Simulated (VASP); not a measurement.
# V (Im-3m) in VASP: single point with PBE

Aim: the single point of V with PBE.

Program: VASP 6.6.1. These are calculated values, not measurements. Logs are shortened: lines on timing, memory, paths and dates and some standing lists are left out, and cuts for length are marked.

### Step 1. The cell of the first run

The structure is cubic, space group Im-3m (No. 229). The conventional cell has a = 3.030 Å, b = 3.030 Å, c = 3.030 Å, α = 90.00°, β = 90.00°, γ = 90.00°. V (site symmetry m-3m) has 14 V at 2.62 to 3.03 Å within 3.5 Å.

### Step 2. Single point, PBE

INCAR

```
  PREC = Accurate
  ENCUT = 500
  EDIFF = 1E-6
  ISMEAR = -1
  SIGMA = 0.2
  LREAL = F
  LASPH = T
  NELM = 120
  ALGO = Normal
  ISIF = 2
  LWAVE = F
  LCHARG = F
  GGA = PE
  NBANDS = 12
  GGA_COMPAT = F
```

KPOINTS

```
Automatic mesh
0
Gamma
  4 4 4
```

POSCAR

```
V
1.0
   -1.5150000000      1.5150000000      1.5150000000
    1.5150000000     -1.5150000000      1.5150000000
    1.5150000000      1.5150000000     -1.5150000000
V
1
Direct
    0.0000000000      0.0000000000      0.0000000000
```

Potentials or basis: VASP PAW PBE potentials, release 64 (V_sv).

On the command line:

```console
$ cat potpaw_PBE.64/V_sv/POTCAR > POTCAR
$ mpirun -np 1 vasp_std > vasp.out
```

OUTCAR:

```text
PREC = Accurate
   ENCUT = 500
   EDIFF = 1E-6
   ISMEAR = -1
   LREAL = F
   LASPH = T
   NELM = 120
   ISIF = 2
   GGA = PE

 ion  position               nearest neighbor table
   1  0.000  0.000  0.000-

  LATTYP: Found a body centered cubic cell.
 ALAT       =     3.0300000000

  Lattice vectors:

 A1 = (  -1.5150000000,   1.5150000000,   1.5150000000)
 A2 = (   1.5150000000,  -1.5150000000,   1.5150000000)
 A3 = (   1.5150000000,   1.5150000000,  -1.5150000000)

Analysis of symmetry for initial positions (statically):
=====================================================================
 Subroutine PRICEL returns:
 Original cell was already a primitive cell.

 Routine SETGRP: Setting up the symmetry group for a
 body centered cubic supercell.

 Subroutine GETGRP returns: Found 48 space group operations
 (whereof 48 operations were pure point group operations)
 out of a pool of 48 trial point group operations.

The static configuration has the point symmetry O_h .

Analysis of symmetry for dynamics (positions and initial velocities):
=====================================================================
 Subroutine PRICEL returns:
 Original cell was already a primitive cell.

 Routine SETGRP: Setting up the symmetry group for a
 body centered cubic supercell.

 Subroutine GETGRP returns: Found 48 space group operations
 (whereof 48 operations were pure point group operations)
 out of a pool of 48 trial point group operations.

The dynamic configuration has the point symmetry O_h .

 Subroutine INISYM returns: Found 48 space group operations
 (whereof 48 operations are pure point group operations),
 and found     1 'primitive' translations

----------------------------------------------------------------------------------------

                                     Primitive cell

  volume of cell :      13.9091

  direct lattice vectors                    reciprocal lattice vectors
    -1.515000000  1.515000000  1.515000000     0.000000000  0.330033003  0.330033003
     1.515000000 -1.515000000  1.515000000     0.330033003  0.000000000  0.330033003
     1.515000000  1.515000000 -1.515000000     0.330033003  0.330033003  0.000000000

  length of vectors
     2.624056973  2.624056973  2.624056973     0.466737149  0.466737149  0.466737149

  position of ions in fractional coordinates (direct lattice)
     0.000000000  0.000000000  0.000000000

  ion indices of the primitive-cell ions
   primitive index   ion index
                 1           1

----------------------------------------------------------------------------------------

 KPOINTS: Automatic mesh

Automatic generation of k-mesh.
 Grid dimensions read from file:
 generate k-points for:    4    4    4

 Generating k-lattice:

  Cartesian coordinates                     Fractional coordinates (reciprocal lattice)
     0.000000000  0.082508251  0.082508251     0.250000000  0.000000000  0.000000000
     0.082508251  0.000000000  0.082508251     0.000000000  0.250000000  0.000000000
     0.082508251  0.082508251  0.000000000     0.000000000  0.000000000  0.250000000

  Length of vectors
     0.116684287  0.116684287  0.116684287

  Shift w.r.t. Gamma in fractional coordinates (k-lattice)
     0.000000000  0.000000000  0.000000000

 Subroutine IBZKPT returns following result:
 ===========================================

 Found      8 irreducible k-points:

 Following reciprocal coordinates:
            Coordinates               Weight
  0.000000  0.000000  0.000000      1.000000
  0.250000  0.000000  0.000000     12.000000
  0.500000  0.000000  0.000000      6.000000
  0.250000  0.250000  0.000000     24.000000
  0.250000  0.250000  0.250000      2.000000
 -0.250000  0.250000  0.250000      6.000000
  0.500000  0.500000  0.250000     12.000000
  0.500000  0.500000  0.500000      1.000000
   k-points           NKPTS =      8   k-points in BZ     NKDIM =      8   number of bands    NBANDS=     12
   number of dos      NEDOS =    301   number of ions     NIONS =      1
   total plane-waves  NPLWV =   8000
   dimension x,y,z NGX =    20 NGY =   20 NGZ =   20
   dimension x,y,z NGXF=    40 NGYF=   40 NGZF=   40
   ions per type =               1
   NGX,Y,Z   is equivalent  to a cutoff of  12.67, 12.67, 12.67 a.u.
   NGXF,Y,Z  is equivalent  to a cutoff of  25.34, 25.34, 25.34 a.u.
 SYSTEM =  unknown system
   PREC   = accura    normal or accurate (medium, high low for compatibility)
   ISTART =      0    job   : 0-new  1-cont  2-samecut
   ICHARG =      2    charge: 1-file 2-atom 10-const
   ISPIN  =      1    spin polarized calculation?
   LNONCOLLINEAR =      F non collinear calculations
   LSORBIT =      F    spin-orbit coupling
   LASPH  =      T    aspherical Exc in radial PAW
   ENCUT  =  500.0 eV  36.75 Ry    6.06 a.u.   4.78  4.78  4.78*2*pi/ulx,y,z
   NELM   =    120;   NELMIN=  2; NELMDL= -5     # of ELM steps
   EDIFF  = 0.1E-05   stopping-criterion for ELM
   LREAL  =      F    real-space projection
   EDIFFG = 0.1E-04   stopping-criterion for IOM
   NSW    =      0    number of steps for IOM
   IBRION =     -1    ionic relax: 0-MD 1-quasi-New 2-CG
   NFREE  =      0    steps in history (QN), initial steepest desc. (CG)
   ISIF   =      2    stress and relaxation
   ISYM   =      2    0-nonsym 1-usesym 2-fastsym
   POTIM  = 0.5000    time-step for ionic-motion
   TEBEG  =    0.0;   TEEND  =   0.0 temperature during run
   PSTRESS=    0.0 pullay stress
   NELECT =      13.0000    total number of electrons
   NUPDOWN=      -1.0000    fix difference up-down
   EMIN   =  10.00;   EMAX   =-10.00  energy-range for DOS
   EFERMI =   0.00;   METHOD = LEGACY
   ISMEAR =    -1;   SIGMA  =   0.20  broadening in eV -4-tet -1-fermi 0-gaus
   EFERMI_NEDOS =   21; number of points for ismear=-14 and -15
   IALGO  =     38    algorithm
   IMIX   =      4    mixing-type and parameters
     AMIX     =   0.40;   BMIX     =  1.00
     AMIX_MAG =   1.60;   BMIX_MAG =  1.00
  volume/ion in A,a.u.               =      13.91        93.86
  Fermi-wavevector in a.u.,A,eV,Ry     =   1.600626  3.024745 34.858194  2.562005
  Thomas-Fermi vector in A             =   2.697733
   LORBIT       =      0    0 simple, 1 ext, 2 COOP (PROOUT), +10 PAW based schemes
   GGA     = PE    functional components
   LHFCALC =     F    Hartree Fock is set to
   AEXX    =    0.0000 exact exchange contribution
   IVDW    =     0    specifies the selected vdW correction
   LEPSILON=     F    determine dielectric tensor
   LRPA    =     F    only Hartree local field effects (RPA)
 non-spin polarized calculation
  energy-cutoff  :      500.00
  volume of cell :       13.91
 maximum number of plane-waves:       370
   NGX =  9   NGY =  9   NGZ =  9

 number of electron      12.9999997 magnetization

 Free energy of the ion-electron system (eV)
  ---------------------------------------------------
  ext. energy  EPLUGINS =         0.00000000
  ---------------------------------------------------
  free energy    TOTEN  =        -9.15747470 eV

  energy without entropy =       -9.01535887  energy(sigma->0) =       -9.08641679

 E-fermi :   9.4253     XC(G=0): -12.7335

 val. band max:        9.2898707855   @ k =   0.2500   0.0000   0.0000
 cond. band min:       9.7071451950   @ k =   0.0000   0.0000   0.0000
 fundamental gap:      0.4172744095
 Fermi energy:         9.4252999701

 k-point     1 :       0.0000    0.0000    0.0000
  band No.  band energies     occupation
      1     -54.4606      2.00000
      2     -27.8104      2.00000
      3     -27.8104      2.00000
      4     -27.8104      2.00000
      5       2.7984      2.00000
      6       9.7071      0.39271
      7       9.7071      0.39271
      8       9.7071      0.39271
      9      11.6348      0.00003
     10      11.6348      0.00003
     11      29.5495      0.00000
     12      29.5495      0.00000

 k-point     2 :       0.2500    0.0000    0.0000
  band No.  band energies     occupation
      1     -54.3743      2.00000
      2     -28.2243      2.00000
      3     -27.9391      2.00000
      4     -27.8130      2.00000
      5       4.9011      2.00000
      6       8.9226      1.85015
      7       9.2899      1.32620
      8      11.2519      0.00022
      9      11.3221      0.00015
     10      11.7413      0.00002
     11      25.0240      0.00000
     12      27.5922      0.00000

 k-point     3 :       0.5000    0.0000    0.0000
  band No.  band energies     occupation
      1     -54.2868      2.00000
      2     -28.6212      2.00000
      3     -28.0656      2.00000
      4     -27.8159      2.00000
      5       6.2430      2.00000
      6       8.2366      1.99477
      7      10.8432      0.00167
      8      11.6279      0.00003
      9      11.9730      0.00001
     10      13.2418      0.00000
     11      19.0803      0.00000
     12      24.9625      0.00000

 k-point     4 :       0.2500    0.2500    0.0000
  band No.  band energies     occupation
      1     -54.2870      2.00000
      2     -28.4709      2.00000
      3     -28.1459      2.00000
      4     -27.8938      2.00000
      5       7.1883      1.99997
      6       8.2015      1.99561
      7       8.8386      1.89894
      8      11.4285      0.00009
      9      12.0771      0.00000
     10      14.4751      0.00000
     11      21.4489      0.00000
     12      21.8740      0.00000

 k-point     5 :       0.2500    0.2500    0.2500
  band No.  band energies     occupation
      1     -54.2734      2.00000
      2     -28.2115      2.00000
      3     -28.2115      2.00000
      4     -28.2115      2.00000
      5       8.2213      1.99515
      6       8.2213      1.99515
      7       8.2213      1.99515
      8      12.0331      0.00000
      9      12.0331      0.00000
     10      19.3797      0.00000
     11      19.3797      0.00000
     12      19.3797      0.00000

 k-point     6 :      -0.2500    0.2500    0.2500
  band No.  band energies     occupation
      1     -54.3009      2.00000
      2     -28.2401      2.00000
      3     -28.0799      2.00000
      4     -28.0799      2.00000
      5       6.4217      2.00000
      6       8.7970      1.91716
      7      10.1229      0.05932
      8      10.1229      0.05932
      9      11.1933      0.00029
     10      12.7546      0.00000
     11      26.2181      0.00000
     12      26.4627      0.00000

 k-point     7 :       0.5000    0.5000    0.2500
  band No.  band energies     occupation
      1     -54.2267      2.00000
      2     -28.4952      2.00000
      3     -28.2179      2.00000
      4     -28.0962      2.00000
      5       7.1559      1.99998
      6       7.7809      1.99946
      7      10.0425      0.08736
      8      10.8218      0.00185
      9      13.0529      0.00000
     10      16.1558      0.00000
     11      18.9800      0.00000
     12      23.2852      0.00000

 k-point     8 :       0.5000    0.5000    0.5000
  band No.  band energies     occupation
      1     -54.1663      2.00000
      2     -28.3670      2.00000
      3     -28.3670      2.00000
      4     -28.3670      2.00000
      5       6.4580      2.00000
      6       6.4580      2.00000
      7      12.8689      0.00000
      8      12.8689      0.00000
      9      12.8689      0.00000
     10      19.2196      0.00000
     11      19.2196      0.00000
     12      19.2196      0.00000

------------------------ aborting loop because EDIFF is reached ----------------------------------------

  FORCE on cell =-STRESS in cart. coord.  units (eV):
  Direction    XX          YY          ZZ          XY          YZ          ZX
  --------------------------------------------------------------------------------------
  -------------------------------------------------------------------------------------
  Total       -0.4847812     -0.4847812     -0.4847812      0.0000000      0.0000000      0.0000000
  in kB      -55.8416775    -55.8416775    -55.8416775      0.0000000      0.0000000      0.0000000
  external PRESSURE =     -55.8416775 kB  Pullay stress =       0.0000000 kB

 VOLUME and BASIS-vectors are now :
 -----------------------------------------------------------------------------
  energy-cutoff  :      500.00
  volume of cell :       13.91
      direct lattice vectors                 reciprocal lattice vectors
    -1.515000000  1.515000000  1.515000000     0.000000000  0.330033003  0.330033003
     1.515000000 -1.515000000  1.515000000     0.330033003  0.000000000  0.330033003
     1.515000000  1.515000000 -1.515000000     0.330033003  0.330033003  0.000000000

 POSITION                                       TOTAL-FORCE (eV/Angst)
 -----------------------------------------------------------------------------------
      0.00000      0.00000      0.00000         0.000000      0.000000     -0.000000
 -----------------------------------------------------------------------------------
    total drift:                                0.000000     -0.000000      0.000000

  FREE ENERGIE OF THE ION-ELECTRON SYSTEM (eV)
  ---------------------------------------------------
  free  energy   TOTEN  =        -9.1574747033 eV

  energy  without entropy=       -9.0153588712  energy(sigma->0) =       -9.08641679
```

Wall time 5.1 s (1 thread of Intel Xeon 8259CL, shared host); peak memory 0.12 GiB.

Results:

| Item | Value |
| --- | --- |
| Free energy | -9.1575 eV |
| Pressure | -5.6 GPa |

Caveat: the k points lie up to 0.73 Å⁻¹ apart.
